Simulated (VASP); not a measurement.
# VH6 (Pm-3m) in VASP: further runs

VH6 is run at these levels: PBE; tasks: single point.

Everything below comes from runs of VASP 6.6.1. Logs are shortened: lines on timing, memory, paths and dates and some standing lists are left out, and cuts for length are marked.

### 1 The cell of the first run

It takes space group Pm-3m (No. 221, cubic). Conventional cell: a = 3.652 Å, b = 3.652 Å, c = 3.652 Å, α = 90.00°, β = 90.00°, γ = 90.00°. V (site symmetry m-3m) has 24 H at 2.62 Å within 3.4 Å. H (site symmetry 4mm) has 1 H at 0.82 Å within 1.1 Å.

The cell was generated, and may not be a known phase.

### 2 Single point, PBE, collinear spin, ferromagnetic start

Input file INCAR:

```
SYSTEM = VH6
PREC = Accurate
ENCUT = 520
EDIFF = 1E-6
ISMEAR = 0
SIGMA = 0.1
LREAL = .FALSE.
LASPH = .TRUE.
NELM = 150
ALGO = Normal
ISIF = 2
LWAVE = .FALSE.
LCHARG = .TRUE.
ISPIN = 2
MAGMOM = 3.47 0 0 0 0 0 0
LORBIT = 11
LMAXMIX = 4
GGA = PE
LELF = .TRUE.
LVHAR = .TRUE.
NBANDS = 22
```

Input file KPOINTS:

```
Automatic mesh
0
G
  10 10 10
  0 0 0
```

Input file POSCAR:

```
VH6
1.0
    3.6524915030      0.0000000000      0.0000000000
    0.0000000000      3.6524915030      0.0000000000
    0.0000000000      0.0000000000      3.6524915030
V H
1 6
Direct
    0.0000000000      0.0000000000      0.0000000000
    0.5000000000      0.5000000000      0.1124469041
    0.5000000000      0.5000000000      0.8875530959
    0.1124469041      0.5000000000      0.5000000000
    0.8875530959      0.5000000000      0.5000000000
    0.5000000000      0.1124469041      0.5000000000
    0.5000000000      0.8875530959      0.5000000000
```

Potentials or basis: VASP PAW PBE potentials, release 64 (V_sv, H).

Run with:

```bash
$ cat potpaw_PBE.64/V_sv/POTCAR potpaw_PBE.64/H/POTCAR > POTCAR
$ mpirun -np 1 vasp_std > vasp.out
```

OUTCAR:

```text
SYSTEM = VH6
   PREC = Accurate
   ENCUT = 520
   EDIFF = 1E-6
   ISMEAR = 0
   LREAL = .FALSE.
   LASPH = .TRUE.
   NELM = 150
   ISIF = 2
   ISPIN = 2
   LORBIT = 11
   GGA = PE

 ion  position               nearest neighbor table
   1  0.000  0.000  0.000-
   2  0.500  0.500  0.112-   3 0.82
   3  0.500  0.500  0.888-   2 0.82
   4  0.112  0.500  0.500-   5 0.82
   5  0.888  0.500  0.500-   4 0.82
   6  0.500  0.112  0.500-   7 0.82
   7  0.500  0.888  0.500-   6 0.82

  LATTYP: Found a simple cubic cell.
 ALAT       =     3.6524915030

  Lattice vectors:

 A1 = (   3.6524915030,   0.0000000000,   0.0000000000)
 A2 = (   0.0000000000,   3.6524915030,   0.0000000000)
 A3 = (   0.0000000000,   0.0000000000,   3.6524915030)

Analysis of symmetry for initial positions (statically):
=====================================================================
 Subroutine PRICEL returns:
 Original cell was already a primitive cell.

 Routine SETGRP: Setting up the symmetry group for a
 simple cubic supercell.

 Subroutine GETGRP returns: Found 48 space group operations
 (whereof 48 operations were pure point group operations)
 out of a pool of 48 trial point group operations.

The static configuration has the point symmetry O_h .

Analysis of symmetry for dynamics (positions and initial velocities):
=====================================================================
 Subroutine PRICEL returns:
 Original cell was already a primitive cell.

 Routine SETGRP: Setting up the symmetry group for a
 simple cubic supercell.

 Subroutine GETGRP returns: Found 48 space group operations
 (whereof 48 operations were pure point group operations)
 out of a pool of 48 trial point group operations.

The dynamic configuration has the point symmetry O_h .

Analysis of structural, dynamic, and magnetic symmetry:
=====================================================================
 Subroutine PRICEL returns:
 Original cell was already a primitive cell.

 Routine SETGRP: Setting up the symmetry group for a
 simple cubic supercell.

 Subroutine GETGRP returns: Found 48 space group operations
 (whereof 48 operations were pure point group operations)
 out of a pool of 48 trial point group operations.

The overall configuration has the point symmetry O_h .

[... 142 lines left out ...]
  volume of cell :       48.73
 maximum number of plane-waves:      1357
 NGX is ok and might be reduce to    28
   NGX = 13   NGY = 13   NGZ = 13

 number of electron      19.0000012 magnetization       4.1937542

 Free energy of the ion-electron system (eV)
  ---------------------------------------------------
  ext. energy  EPLUGINS =         0.00000000
  ---------------------------------------------------
  free energy    TOTEN  =       -24.05206044 eV

  energy without entropy =      -24.03540410  energy(sigma->0) =      -24.04373227

 E-fermi :   3.9604     XC(G=0):  -9.3914

 val. band max:        3.9589244143   @ k =   0.4000   0.2000   0.2000
 cond. band min:       3.9604606215   @ k =   0.5000   0.3000   0.3000
 fundamental gap:      0.0015362072
 Fermi energy:         3.9603883103

 spin component 1

 k-point     1 :       0.0000    0.0000    0.0000
  band No.  band energies     occupation
      1     -60.9088      1.00000
      2     -34.8537      1.00000
      3     -34.8537      1.00000
      4     -34.8537      1.00000
      5      -8.8092      1.00000
      6      -3.0973      1.00000
[... 565 lines left out ...]
     20      15.0979      0.00000
     21      15.6934      0.00000

 [... further k-points ...]

 spin component 2

 k-point     1 :       0.0000    0.0000    0.0000
  band No.  band energies     occupation
      1     -57.8037      1.00000
      2     -31.7616      1.00000
      3     -31.7616      1.00000
      4     -31.7616      1.00000
      5      -8.4105      1.00000
      6      -2.8094      1.00000
[... 565 lines left out ...]
     20      16.4689      0.00000
     21      16.5611      0.00000

 [... further k-points ...]

 [bands above 21 left out]

------------------------ aborting loop because EDIFF is reached ----------------------------------------

  FORCE on cell =-STRESS in cart. coord.  units (eV):
  Direction    XX          YY          ZZ          XY          YZ          ZX
  --------------------------------------------------------------------------------------
  -------------------------------------------------------------------------------------
  Total       -0.0776874     -0.0776874     -0.0776874      0.0000000     -0.0000000     -0.0000000
  in kB       -2.5544261     -2.5544261     -2.5544261      0.0000000     -0.0000000     -0.0000000
  external PRESSURE =      -2.5544261 kB  Pullay stress =       0.0000000 kB

 VOLUME and BASIS-vectors are now :
 -----------------------------------------------------------------------------
  energy-cutoff  :      520.00
  volume of cell :       48.73
      direct lattice vectors                 reciprocal lattice vectors
     3.652491503  0.000000000  0.000000000     0.273785716  0.000000000  0.000000000
     0.000000000  3.652491503  0.000000000     0.000000000  0.273785716  0.000000000
     0.000000000  0.000000000  3.652491503     0.000000000  0.000000000  0.273785716

 POSITION                                       TOTAL-FORCE (eV/Angst)
 -----------------------------------------------------------------------------------
      0.00000      0.00000      0.00000        -0.000000      0.000000     -0.000000
      1.82625      1.82625      0.41071        -0.000000     -0.000000      0.004597
      1.82625      1.82625      3.24178        -0.000000      0.000000     -0.004597
      0.41071      1.82625      1.82625         0.004597      0.000000      0.000000
      3.24178      1.82625      1.82625        -0.004597     -0.000000     -0.000000
      1.82625      0.41071      1.82625        -0.000000      0.004597      0.000000
      1.82625      3.24178      1.82625        -0.000000     -0.004597     -0.000000
 -----------------------------------------------------------------------------------
    total drift:                               -0.000000     -0.000000      0.000000

  FREE ENERGIE OF THE ION-ELECTRON SYSTEM (eV)
  ---------------------------------------------------
  free  energy   TOTEN  =       -24.0520604370 eV

  energy  without entropy=      -24.0354041027  energy(sigma->0) =      -24.04373227

 total charge

# of ion       s       p       d       tot
------------------------------------------
    1        2.117   6.007   3.268  11.392
    2        0.554   0.031   0.000   0.585
    3        0.554   0.031   0.000   0.585
    4        0.554   0.031   0.000   0.585
    5        0.554   0.031   0.000   0.585
    6        0.554   0.031   0.000   0.585
    7        0.554   0.031   0.000   0.585
--------------------------------------------------
tot          5.442   6.195   3.268  14.904

 magnetization (x)

# of ion       s       p       d       tot
------------------------------------------
    1        0.060   0.028   3.145   3.233
    2        0.005   0.004   0.000   0.010
    3        0.005   0.004   0.000   0.010
    4        0.005   0.004   0.000   0.010
    5        0.005   0.004   0.000   0.010
    6        0.005   0.004   0.000   0.010
    7        0.005   0.004   0.000   0.010
--------------------------------------------------
tot          0.091   0.054   3.145   3.291
```

OSZICAR:

```text
N       E                     dE             d eps       ncg     rms          rms(c)
DAV:   1     0.124016077435E+03    0.12402E+03   -0.87714E+03  4936   0.808E+02
DAV:   2    -0.212747387964E+02   -0.14529E+03   -0.14009E+03  5300   0.250E+02
DAV:   3    -0.256647107255E+02   -0.43900E+01   -0.43499E+01  5864   0.452E+01
DAV:   4    -0.256860687231E+02   -0.21358E-01   -0.21354E-01  5348   0.353E+00
DAV:   5    -0.256862363242E+02   -0.16760E-03   -0.16760E-03  5978   0.314E-01    0.147E+01
DAV:   6    -0.260511249127E+02   -0.36489E+00   -0.24390E+01  5600   0.230E+01    0.232E+01
DAV:   7    -0.242775765918E+02    0.17735E+01   -0.45372E+00  5396   0.150E+01    0.550E+00
DAV:   8    -0.241713776715E+02    0.10620E+00   -0.27059E+00  5582   0.825E+00    0.404E+00
DAV:   9    -0.240581436182E+02    0.11323E+00   -0.18270E-01  5276   0.235E+00    0.155E+00
DAV:  10    -0.240512062603E+02    0.69374E-02   -0.54185E-02  5522   0.108E+00    0.378E-01
DAV:  11    -0.240522206797E+02   -0.10144E-02   -0.10816E-02  5318   0.537E-01    0.230E-01
DAV:  12    -0.240520490082E+02    0.17167E-03   -0.97393E-04  5312   0.175E-01    0.898E-02
DAV:  13    -0.240520524886E+02   -0.34804E-05   -0.26297E-04  5618   0.748E-02    0.164E-02
DAV:  14    -0.240520611279E+02   -0.86393E-05   -0.29183E-05  5426   0.252E-02    0.145E-02
DAV:  15    -0.240520600853E+02    0.10426E-05   -0.39407E-06  4942   0.902E-03    0.590E-03
DAV:  16    -0.240520604370E+02   -0.35175E-06   -0.81620E-07  3708   0.407E-03
   1 F= -.24052060E+02 E0= -.24043732E+02  d E =-.166563E-01  mag=     4.1934
```

stdout:

```text
POSCAR found type information on POSCAR V H
 POSCAR found :  2 types and       7 ions
 scaLAPACK will be used
 LDA part: xc-table for (Slater+PW92), standard interpolation
 POSCAR, INCAR and KPOINTS ok, starting setup
 FFT: planning ... GRIDC
 FFT: planning ... GRID_SOFT
 FFT: planning ... GRID
 WAVECAR not read
 entering main loop
```

It took 4.4 min on 1 thread of Intel Xeon 8259CL, shared host; peak memory 0.23 GiB.

What came out:

| Item | Value |
| --- | --- |
| Free energy | -24.0521 eV |
| Pressure | -0.3 GPa |
| Largest force | 0.005 eV/Å |
| Net moment | 4.19 μB per cell |
| Site moments | V +3.23; H +0.01 μB |
| Valence electrons inside the program's atomic spheres | V 11.39; H 0.58 |

Forces on the atoms (eV/Å):
```
V    0.000  0.000  0.000
H    0.000  0.000  0.005
H    0.000  0.000 -0.005
H    0.005  0.000  0.000
H   -0.005  0.000  0.000
H    0.000  0.005  0.000
H    0.000 -0.005  0.000
```

Levels at points of the mesh, in eV from the Fermi level:
Spin up:
| k point | band 8 | band 9 | band 10 | band 11 | band 12 | band 13 | band 14 | band 15 | band 16 | band 17 |
| --- | --- | --- | --- | --- | --- | --- | --- | --- | --- | --- |
| (0.00, 0.00, 0.00) | -0.52 | -0.52 | -0.30 | -0.30 | -0.30 | 1.67 | 1.67 | 1.67 | 2.58 | 11.24 |
| (0.50, 0.00, 0.00) | -1.61 | -1.18 | -1.18 | -0.24 | 0.03 | 1.25 | 4.53 | 4.74 | 4.74 | 6.07 |
| (0.50, 0.50, 0.00) | -2.56 | -0.82 | -0.82 | 0.14 | 0.21 | 1.02 | 1.62 | 3.96 | 3.96 | 4.60 |
| (0.50, 0.50, 0.50) | -2.67 | 0.18 | 0.18 | 0.27 | 0.27 | 0.27 | 0.47 | 0.47 | 0.47 | 3.59 |
Spin down:
| k point | band 3 | band 4 | band 5 | band 6 | band 7 | band 8 | band 9 | band 10 | band 11 | band 12 |
| --- | --- | --- | --- | --- | --- | --- | --- | --- | --- | --- |
| (0.00, 0.00, 0.00) | -35.72 | -35.72 | -12.37 | -6.77 | -6.77 | 2.15 | 2.15 | 2.32 | 2.32 | 2.32 |
| (0.50, 0.00, 0.00) | -35.72 | -35.72 | -10.86 | -9.24 | -6.43 | 1.03 | 1.15 | 1.15 | 2.55 | 2.80 |
| (0.50, 0.50, 0.00) | -35.74 | -35.72 | -9.33 | -8.70 | -8.70 | -0.53 | 1.54 | 1.96 | 1.96 | 3.08 |
| (0.50, 0.50, 0.50) | -35.74 | -35.74 | -8.56 | -8.56 | -8.56 | -2.60 | 1.95 | 1.95 | 1.95 | 3.13 |

### 3 Single point, PBE, collinear spin, ferromagnetic start

Input file INCAR:

```
SYSTEM = VH6
PREC     = Accurate       ! precision mode
ENCUT    = 520            ! plane-wave cutoff, eV
EDIFF    = 1E-6           ! SCF threshold, eV
ISMEAR   = 0              ! smearing method
SIGMA    = 0.1            ! smearing width, eV
LREAL    = .FALSE.        ! projectors in reciprocal space
LASPH    = .TRUE.         ! aspherical terms in the spheres
NELM     = 150            ! most SCF steps
ALGO     = Normal         ! electronic algorithm
ISIF     = 2              ! what is computed and relaxed
LWAVE    = .FALSE.        ! write WAVECAR
LCHARG   = .FALSE.        ! write CHGCAR
ISPIN    = 2              ! spin polarisation
MAGMOM   = 3.38 0 0 0 0 0 0 ! initial moments
LORBIT   = 11             ! projections on sites
LMAXMIX  = 4              ! l up to which the mixer works
GGA      = PE             ! functional
NBANDS   = 22             ! bands
```

Input file KPOINTS:

```
regular mesh
0
G
  10 10 10
  0 0 0
```

POSCAR is that of step 2.

Potentials or basis: VASP PAW PBE potentials, release 64 (V_sv, H).

Run with:

```bash
$ cat potpaw_PBE.64/V_sv/POTCAR potpaw_PBE.64/H/POTCAR > POTCAR
$ mpirun -np 1 vasp_std > vasp.out
```

It took 4.2 min on 1 thread of Intel Xeon 8259CL, shared host; peak memory 0.23 GiB.

The run converged. Its results:

```yaml
Free_energy: -24.0521 eV
Pressure: -0.3 GPa
Largest_force: 0.005 eV/Å
Net_moment: 4.19 μB per cell
Site_moments: V +3.23; H +0.01 μB
Valence_electrons_inside_the_program's_atomic_spheres: V 11.39; H 0.58
```

Forces in eV/Å, atoms in the order of the input:
```
V    0.000  0.000  0.000
H    0.000  0.000  0.005
H    0.000  0.000 -0.005
H    0.005  0.000  0.000
H   -0.005  0.000  0.000
H    0.000  0.005  0.000
H    0.000 -0.005  0.000
```

Levels at points of the mesh, in eV from the Fermi level:
Spin up:
```
           k point  band 9  band 10  band 11  band 12  band 13  band 14  band 15  band 16
(0.00, 0.00, 0.00)   -0.52    -0.30    -0.30    -0.30     1.67     1.67     1.67     2.58
(0.50, 0.00, 0.00)   -1.18    -1.18    -0.24     0.03     1.25     4.53     4.74     4.74
(0.50, 0.50, 0.00)   -0.82    -0.82     0.14     0.21     1.02     1.62     3.96     3.96
(0.50, 0.50, 0.50)    0.18     0.18     0.27     0.27     0.27     0.47     0.47     0.47
```
Spin down:
```csv
k point,band 3,band 4,band 5,band 6,band 7,band 8,band 9,band 10,band 11,band 12
"(0.00, 0.00, 0.00)",-35.72,-35.72,-12.37,-6.77,-6.77,2.15,2.15,2.32,2.32,2.32
"(0.50, 0.00, 0.00)",-35.72,-35.72,-10.86,-9.24,-6.43,1.03,1.15,1.15,2.55,2.80
"(0.50, 0.50, 0.00)",-35.74,-35.72,-9.33,-8.70,-8.70,-0.53,1.54,1.96,1.96,3.08
"(0.50, 0.50, 0.50)",-35.74,-35.74,-8.56,-8.56,-8.56,-2.60,1.95,1.95,1.95,3.13
```
